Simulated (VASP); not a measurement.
# Si4O7 (a cell with a defect) in VASP: a series of runs

Runs on Si4O7 (a cell with a defect). Level: PBE. Tasks: single point.

All numbers are computed with VASP 6.6.1; they aren't measurements. Logs are shortened: lines on timing, memory, paths and dates and some standing lists are left out, and cuts for length are marked.

## (1) The cell of the first run

The cell holds a defect, 11 atoms: a = 5.080 Å, b = 5.080 Å, c = 7.091 Å, α = 90.00°, β = 90.00°, γ = 90.00°.

## (2) Single point, PBE

Input file INCAR:

```
PREC = Accurate
ENCUT = 520
EDIFF = 1E-6
ISMEAR = 0
SIGMA = 0.05
LREAL = False
LASPH = True
NELM = 60
ALGO = Normal
ISIF = 2
LWAVE = False
LCHARG = False
GGA = PE
NBANDS = 40
```

Input file KPOINTS:

```
Automatic mesh
0
Gamma
  4 4 4
```

Input file POSCAR:

```
Si4O7
1.0
    5.0799801732      0.0000000000      0.0000000000
    0.0000000000      5.0799801732      0.0000000000
    0.0000000000      0.0000000000      7.0914769300
Si O
4 7
Direct
    0.2944292339      0.2944292339      0.0000000000
    0.2055707661      0.7944292339      0.2500000000
    0.7055707661      0.7055707661      0.5000000000
    0.7944292339      0.2055707661      0.7500000000
    0.4053663613      0.7409644515      0.4248320116
    0.7590355485      0.9053663613      0.6748320116
    0.5946336387      0.2590355485      0.9248320116
    0.7409644515      0.4053663613      0.5751679884
    1.2475864590      0.9851179457      0.1718655884
    0.2590355485      0.5946336387      0.0751679884
    0.0946336387      0.2409644515      0.8251679884
```

Potentials or basis: VASP PAW PBE potentials, release 64 (Si, O).

Command:

```console
$ cat potpaw_PBE.64/Si/POTCAR potpaw_PBE.64/O/POTCAR > POTCAR
$ mpirun -np 1 vasp_std > vasp.out
```

OUTCAR:

```text
PREC = Accurate
   ENCUT = 520
   EDIFF = 1E-6
   ISMEAR = 0
   LREAL = False
   LASPH = True
   NELM = 60
   ISIF = 2
   GGA = PE

 ion  position               nearest neighbor table
   1  0.294  0.294  0.000-  11 1.63  10 1.63   7 1.63   9 2.00   2 3.13   4 3.13   2 3.13   4 3.13

   2  0.206  0.794  0.250-   9 1.14   5 1.63  10 1.63   3 3.13   1 3.13   1 3.13   3 3.13
   3  0.706  0.706  0.500-   6 1.63   5 1.63   8 1.63   4 3.13   2 3.13   4 3.13   2 3.13
   4  0.794  0.206  0.750-   7 1.63   8 1.63   6 1.63  11 1.63   1 3.13   3 3.13   3 3.13   1 3.13

   5  0.405  0.741  0.425-   2 1.63   3 1.63
   6  0.759  0.905  0.675-   3 1.63   4 1.63
   7  0.595  0.259  0.925-   4 1.63   1 1.63
   8  0.741  0.405  0.575-   4 1.63   3 1.63
   9  0.248  0.985  0.172-   2 1.14   1 2.00
  10  0.259  0.595  0.075-   2 1.63   1 1.63
  11  0.095  0.241  0.825-   1 1.63   4 1.63

 -----------------------------------------------------------------------------
|                                                                             |
|           W    W    AA    RRRRR   N    N  II  N    N   GGGG   !!!           |
|           W    W   A  A   R    R  NN   N  II  NN   N  G    G  !!!           |
|           W    W  A    A  R    R  N N  N  II  N N  N  G       !!!           |
|           W WW W  AAAAAA  RRRRR   N  N N  II  N  N N  G  GGG   !            |
|           WW  WW  A    A  R   R   N   NN  II  N   NN  G    G                |
|           W    W  A    A  R    R  N    N  II  N    N   GGGG   !!!           |
|                                                                             |
|     The distance between some ions is very small. Please check the          |
|     nearest-neighbor list in the OUTCAR file.                               |
|     I HOPE YOU KNOW WHAT YOU ARE DOING!                                     |
|                                                                             |
 -----------------------------------------------------------------------------

  LATTYP: Found a simple tetragonal cell.
 ALAT       =     5.0799801732
 C/A-ratio  =     1.3959654739

  Lattice vectors:

 A1 = (   5.0799801732,   0.0000000000,   0.0000000000)
 A2 = (   0.0000000000,   5.0799801732,   0.0000000000)
 A3 = (   0.0000000000,   0.0000000000,   7.0914769300)

Analysis of symmetry for initial positions (statically):
=====================================================================
 Subroutine PRICEL returns:
 Original cell was already a primitive cell.

 Routine SETGRP: Setting up the symmetry group for a
 simple tetragonal supercell.

 Subroutine GETGRP returns: Found  1 space group operations
 (whereof  1 operations were pure point group operations)
 out of a pool of 16 trial point group operations.

The static configuration has the point symmetry C_1 .

Analysis of symmetry for dynamics (positions and initial velocities):
=====================================================================
 Subroutine PRICEL returns:
 Original cell was already a primitive cell.

 Routine SETGRP: Setting up the symmetry group for a
 simple tetragonal supercell.

 Subroutine GETGRP returns: Found  1 space group operations
 (whereof  1 operations were pure point group operations)
 out of a pool of 16 trial point group operations.

The dynamic configuration has the point symmetry C_1 .

 Subroutine INISYM returns: Found  1 space group operations
 (whereof  1 operations are pure point group operations),
 and found     1 'primitive' translations

----------------------------------------------------------------------------------------

                                     Primitive cell

  volume of cell :     183.0041

  direct lattice vectors                    reciprocal lattice vectors
     5.079980173  0.000000000  0.000000000     0.196851162  0.000000000  0.000000000
     0.000000000  5.079980173  0.000000000     0.000000000  0.196851162  0.000000000
     0.000000000  0.000000000  7.091476930     0.000000000  0.000000000  0.141014349

  length of vectors
     5.079980173  5.079980173  7.091476930     0.196851162  0.196851162  0.141014349

  position of ions in fractional coordinates (direct lattice)
     0.294429234  0.294429234  0.000000000
     0.205570766  0.794429234  0.250000000
     0.705570766  0.705570766  0.500000000
     0.794429234  0.205570766  0.750000000
     0.405366361  0.740964451  0.424832012
     0.759035549  0.905366361  0.674832012
     0.594633639  0.259035549  0.924832012
     0.740964451  0.405366361  0.575167988
     0.247586459  0.985117946  0.171865588
     0.259035549  0.594633639  0.075167988
     0.094633639  0.240964451  0.825167988

  ion indices of the primitive-cell ions
   primitive index   ion index
                 1           1
                 2           2
                 3           3
                 4           4
                 5           5
                 6           6
                 7           7
                 8           8
                 9           9
                10          10
                11          11

----------------------------------------------------------------------------------------

 KPOINTS: Automatic mesh

Automatic generation of k-mesh.
 Grid dimensions read from file:
 generate k-points for:    4    4    4

 Generating k-lattice:

  Cartesian coordinates                     Fractional coordinates (reciprocal lattice)
     0.049212790  0.000000000  0.000000000     0.250000000  0.000000000  0.000000000
     0.000000000  0.049212790  0.000000000     0.000000000  0.250000000  0.000000000
     0.000000000  0.000000000  0.035253587     0.000000000  0.000000000  0.250000000

  Length of vectors
     0.049212790  0.049212790  0.035253587

  Shift w.r.t. Gamma in fractional coordinates (k-lattice)
     0.000000000  0.000000000  0.000000000

 Subroutine IBZKPT returns following result:
 ===========================================

 Found     36 irreducible k-points:

 Following reciprocal coordinates:
            Coordinates               Weight
  0.000000  0.000000  0.000000      1.000000
  0.250000  0.000000  0.000000      2.000000
  0.000000  0.250000  0.000000      2.000000
  0.500000  0.000000  0.000000      1.000000
  0.000000  0.500000  0.000000      1.000000
  0.250000  0.250000  0.000000      2.000000
[... 16 lines left out ...]
 -0.250000  0.500000  0.250000      2.000000
  0.500000 -0.250000  0.250000      2.000000
 [... further k-points ...]
   k-points           NKPTS =     36   k-points in BZ     NKDIM =     36   number of bands    NBANDS=     40
   number of dos      NEDOS =    301   number of ions     NIONS =     11
   total plane-waves  NPLWV =  86400
   dimension x,y,z NGX =    40 NGY =   40 NGZ =   54
   dimension x,y,z NGXF=    80 NGYF=   80 NGZF=  108
   ions per type =               4   7
   NGX,Y,Z   is equivalent  to a cutoff of  13.09, 13.09, 12.66 a.u.
   NGXF,Y,Z  is equivalent  to a cutoff of  26.18, 26.18, 25.32 a.u.
 SYSTEM =  unknown system
   PREC   = accura    normal or accurate (medium, high low for compatibility)
   ISTART =      0    job   : 0-new  1-cont  2-samecut
   ICHARG =      2    charge: 1-file 2-atom 10-const
   ISPIN  =      1    spin polarized calculation?
   LNONCOLLINEAR =      F non collinear calculations
   LSORBIT =      F    spin-orbit coupling
   LASPH  =      T    aspherical Exc in radial PAW
   ENCUT  =  520.0 eV  38.22 Ry    6.18 a.u.   9.45  9.45 13.19*2*pi/ulx,y,z
   NELM   =     60;   NELMIN=  2; NELMDL= -5     # of ELM steps
   EDIFF  = 0.1E-05   stopping-criterion for ELM
   LREAL  =      F    real-space projection
   EDIFFG = 0.1E-04   stopping-criterion for IOM
   NSW    =      0    number of steps for IOM
   IBRION =     -1    ionic relax: 0-MD 1-quasi-New 2-CG
   NFREE  =      0    steps in history (QN), initial steepest desc. (CG)
   ISIF   =      2    stress and relaxation
   ISYM   =      2    0-nonsym 1-usesym 2-fastsym
   POTIM  = 0.5000    time-step for ionic-motion
   TEBEG  =    0.0;   TEEND  =   0.0 temperature during run
   PSTRESS=    0.0 pullay stress
   NELECT =      58.0000    total number of electrons
   NUPDOWN=      -1.0000    fix difference up-down
   EMIN   =  10.00;   EMAX   =-10.00  energy-range for DOS
   EFERMI =   0.00;   METHOD = LEGACY
   ISMEAR =     0;   SIGMA  =   0.05  broadening in eV -4-tet -1-fermi 0-gaus
   EFERMI_NEDOS =   21; number of points for ismear=-14 and -15
   IALGO  =     38    algorithm
   IMIX   =      4    mixing-type and parameters
     AMIX     =   0.40;   BMIX     =  1.00
     AMIX_MAG =   1.60;   BMIX_MAG =  1.00
  volume/ion in A,a.u.               =      16.64       112.27
  Fermi-wavevector in a.u.,A,eV,Ry     =   1.116171  2.109257 16.950639  1.245837
  Thomas-Fermi vector in A             =   2.252782
   LORBIT       =      0    0 simple, 1 ext, 2 COOP (PROOUT), +10 PAW based schemes
   GGA     = PE    functional components
   LHFCALC =     F    Hartree Fock is set to
   AEXX    =    0.0000 exact exchange contribution
   IVDW    =     0    specifies the selected vdW correction
   LEPSILON=     F    determine dielectric tensor
   LRPA    =     F    only Hartree local field effects (RPA)
 non-spin polarized calculation
 Gauss-broadening in eV      SIGMA  =   0.05
  energy-cutoff  :      520.00
  volume of cell :      183.00
 maximum number of plane-waves:      4954
 NGX is ok and might be reduce to    40
   NGX = 19   NGY = 19   NGZ = 27

 number of electron      57.9999992 magnetization

 Free energy of the ion-electron system (eV)
  ---------------------------------------------------
  ext. energy  EPLUGINS =         0.00000000
  ---------------------------------------------------
  free energy    TOTEN  =       -72.31118671 eV

  energy without entropy =      -72.31118671  energy(sigma->0) =      -72.31118671

 E-fermi :   2.4150     XC(G=0):  -7.8596

 val. band max:        2.1116635418   @ k =   0.5000   0.5000   0.5000
 cond. band min:       4.6479305405   @ k =   0.5000   0.0000   0.0000
 fundamental gap:      2.5362669987
 Fermi energy:         2.4149779420

 k-point     1 :       0.0000    0.0000    0.0000
  band No.  band energies     occupation
      1     -20.3533      2.00000
      2     -19.6287      2.00000
      3     -18.7433      2.00000
      4     -18.3070      2.00000
      5     -18.0913      2.00000
      6     -17.7294      2.00000
[... 32 lines left out ...]
     39       9.6950      0.00000
     40      10.2981      0.00000

 k-point     2 :       0.2500    0.0000    0.0000
  band No.  band energies     occupation
      1     -20.3279      2.00000
      2     -19.5461      2.00000
      3     -18.8226      2.00000
      4     -18.3943      2.00000
      5     -18.0691      2.00000
      6     -17.7291      2.00000
[... 32 lines left out ...]
     39       9.5125      0.00000
     40      10.2663      0.00000

 k-point     3 :       0.0000    0.2500    0.0000
  band No.  band energies     occupation
      1     -20.2755      2.00000
      2     -19.6559      2.00000
      3     -18.6925      2.00000
      4     -18.3070      2.00000
      5     -18.1515      2.00000
      6     -17.8881      2.00000
[... 853 lines left out ...]
  band No.  band energies     occupation
      1     -20.1699      2.00000
      2     -19.5756      2.00000
      3     -18.7163      2.00000
      4     -18.5114      2.00000
      5     -18.1357      2.00000
      6     -17.9842      2.00000
[... 32 lines left out ...]
     39       9.7464      0.00000
     40      10.1038      0.00000

 k-point    24 :       0.5000   -0.2500    0.2500
  band No.  band energies     occupation
      1     -20.2406      2.00000
      2     -19.3245      2.00000
      3     -19.0671      2.00000
      4     -18.4673      2.00000
      5     -18.0624      2.00000
      6     -17.8803      2.00000
[... 32 lines left out ...]
     39       9.5760      0.00000
     40      10.1635      0.00000

 [... further k-points ...]

------------------------ aborting loop because EDIFF is reached ----------------------------------------

  FORCE on cell =-STRESS in cart. coord.  units (eV):
  Direction    XX          YY          ZZ          XY          YZ          ZX
  --------------------------------------------------------------------------------------
  -------------------------------------------------------------------------------------
  Total       -1.2137069     52.9088683     15.5925874      8.7664928    -23.3259015     -1.7337171
  in kB      -10.6258495    463.2104255    136.5111237     76.7495319   -204.2153065    -15.1784735
  external PRESSURE =     196.3652332 kB  Pullay stress =       0.0000000 kB

 VOLUME and BASIS-vectors are now :
 -----------------------------------------------------------------------------
  energy-cutoff  :      520.00
  volume of cell :      183.00
      direct lattice vectors                 reciprocal lattice vectors
     5.079980173  0.000000000  0.000000000     0.196851162  0.000000000  0.000000000
     0.000000000  5.079980173  0.000000000     0.000000000  0.196851162  0.000000000
     0.000000000  0.000000000  7.091476930     0.000000000  0.000000000  0.141014349

 POSITION                                       TOTAL-FORCE (eV/Angst)
 -----------------------------------------------------------------------------------
      1.49569      1.49569      0.00000         0.032976     -1.275691      0.391247
      1.04430      4.03568      1.77287       -12.909315    -51.408378     31.087698
      3.58429      3.58429      3.54574         2.067106      0.498901     -2.189774
      4.03568      1.04430      5.31861        -0.208116     -0.353321     -0.800800
      2.05925      3.76408      3.01269         0.435353     -0.732131      0.998358
      3.85589      4.59924      4.78556        -0.045234      0.486051      0.834254
      3.02073      1.31590      6.55842        -0.519753     -0.110047      0.760632
      3.76408      2.05925      4.07879        -0.038166     -0.703578      0.598114
      1.25773      5.00438      1.21878        10.848854     58.615650    -31.545158
      1.31590      3.02073      0.53305        -0.016639     -4.850714     -0.941713
      0.48074      1.22409      5.85166         0.352933     -0.166742      0.807142
 -----------------------------------------------------------------------------------
    total drift:                                0.001215      0.001798     -0.000727

  FREE ENERGIE OF THE ION-ELECTRON SYSTEM (eV)
  ---------------------------------------------------
  free  energy   TOTEN  =       -72.3111867128 eV

  energy  without entropy=      -72.3111867128  energy(sigma->0) =      -72.31118671
```

Wall time 3.1 min (1 thread of Intel Xeon 6975P-C (Granite Rapids), shared host); peak memory 0.37 GiB.

Results:

```
Free energy            : -72.3112 eV
Pressure               : 19.6 GPa
Largest force          : 67.443 eV/Å
Band gap on the k mesh : 2.54 eV
```

Forces on the atoms (eV/Å):
```
Si    0.033  -1.276   0.391
Si  -12.909 -51.408  31.088
Si    2.067   0.499  -2.190
Si   -0.208  -0.353  -0.801
O     0.435  -0.732   0.998
O    -0.045   0.486   0.834
O    -0.520  -0.110   0.761
O    -0.038  -0.704   0.598
O    10.849  58.616 -31.545
O    -0.017  -4.851  -0.942
O     0.353  -0.167   0.807
```

Stress tensor (GPa, compression positive):
```
 -1.06   7.67  -1.52
  7.67  46.32 -20.42
 -1.52 -20.42  13.65
```

Caveat: the cell differs from its parent crystal (atoms taken out, atom 9 moved 0.875 of the way to it and -0.450 Å across, host rigid); atoms lie so close that the PAW spheres overlap strongly, which falsifies energies and pressures.

## (3) Single point, PBE

Input file INCAR:

```
SYSTEM = Si4O7
ALGO = Normal
EDIFF = 1E-7
ENCUT = 520
GGA = PE
ISIF = 2
ISMEAR = 0
LASPH = .TRUE.
LCHARG = .TRUE.
LELF = .TRUE.
LREAL = .FALSE.
LVHAR = .TRUE.
LWAVE = .FALSE.
NBANDS = 40
NELM = 100
PREC = Accurate
SIGMA = 0.05
```

Input file KPOINTS:

```
k-points
0
G
  4 4 4
  0 0 0
```

Changes to POSCAR since step 2:

```diff
@@ -16,3 +16,3 @@
     0.7409644515      0.4053663613      0.5751679884
-    1.2475864590      0.9851179457      0.1718655884
+    0.7662730624      0.8522176507      0.3874768261
     0.2590355485      0.5946336387      0.0751679884
```

Potentials or basis: VASP PAW PBE potentials, release 64 (Si, O).

Command:

```console
$ cat potpaw_PBE.64/Si/POTCAR potpaw_PBE.64/O/POTCAR > POTCAR
$ mpirun -np 1 vasp_std > vasp.out
```

It took 3.1 min on 1 thread of Intel Xeon 6975P-C (Granite Rapids), shared host; peak memory 0.38 GiB.

The run converged. Its results:

```yaml
Free_energy: -68.6500 eV
Pressure: 23.4 GPa
Largest_force: 68.310 eV/Å
Band_gap_on_the_k_mesh: 1.53 eV
```

Forces in eV/Å, atoms in the order of the input:
```
Si   -0.054  -1.987  -0.122
Si    0.596   2.837   0.844
Si  -17.275 -38.061  44.380
Si   -0.247  -1.771  -1.083
O    -7.526  -1.619  -0.364
O    -0.163   0.974   5.008
O    -0.488   0.368   0.733
O     0.297   0.135  -0.243
O    25.017  39.259 -49.992
O    -0.537  -0.374   0.394
O     0.380   0.240   0.446
```

Stress tensor (GPa, compression positive):
```
 11.41  13.41 -12.81
 13.41  22.69 -24.07
-12.81 -24.07  36.17
```

Levels at points of the mesh, in eV from the valence-band top:
| k point | band 25 | band 26 | band 27 | band 28 | band 29 | band 30 | band 31 | band 32 | band 33 | band 34 |
| --- | --- | --- | --- | --- | --- | --- | --- | --- | --- | --- |
| (0.00, 0.00, 0.00) | -2.41 | -1.81 | -1.50 | -0.67 | -0.14 | 1.84 | 4.20 | 5.37 | 5.81 | 6.74 |
| (0.50, 0.00, 0.00) | -2.48 | -1.87 | -1.48 | -1.03 | -0.41 | 2.33 | 4.61 | 5.47 | 6.25 | 6.48 |
| (0.00, 0.50, 0.00) | -2.26 | -1.92 | -1.53 | -0.32 | 0.00 | 1.53 | 4.08 | 5.07 | 5.61 | 6.79 |
| (0.50, 0.50, 0.00) | -2.52 | -1.92 | -1.56 | -0.47 | -0.34 | 1.97 | 4.40 | 4.96 | 5.61 | 6.77 |
| (0.00, 0.00, 0.50) | -2.32 | -1.75 | -1.44 | -0.69 | -0.16 | 1.78 | 4.39 | 4.83 | 6.46 | 6.71 |
| (0.50, 0.00, 0.50) | -2.58 | -1.72 | -1.48 | -1.11 | -0.43 | 2.37 | 4.67 | 5.58 | 6.35 | 6.56 |
| (0.00, 0.50, 0.50) | -2.28 | -1.83 | -1.43 | -0.46 | 0.00 | 1.62 | 4.03 | 5.02 | 5.53 | 6.65 |
| (0.50, 0.50, 0.50) | -2.52 | -1.96 | -1.55 | -0.46 | -0.32 | 1.94 | 4.36 | 5.21 | 5.51 | 7.22 |

Caveat: the cell differs from its parent crystal (atoms taken out, atom 9 moved -0.125 of the way to it and +0.900 Å across, host rigid); atoms lie so close that the PAW spheres overlap strongly, which falsifies energies and pressures.
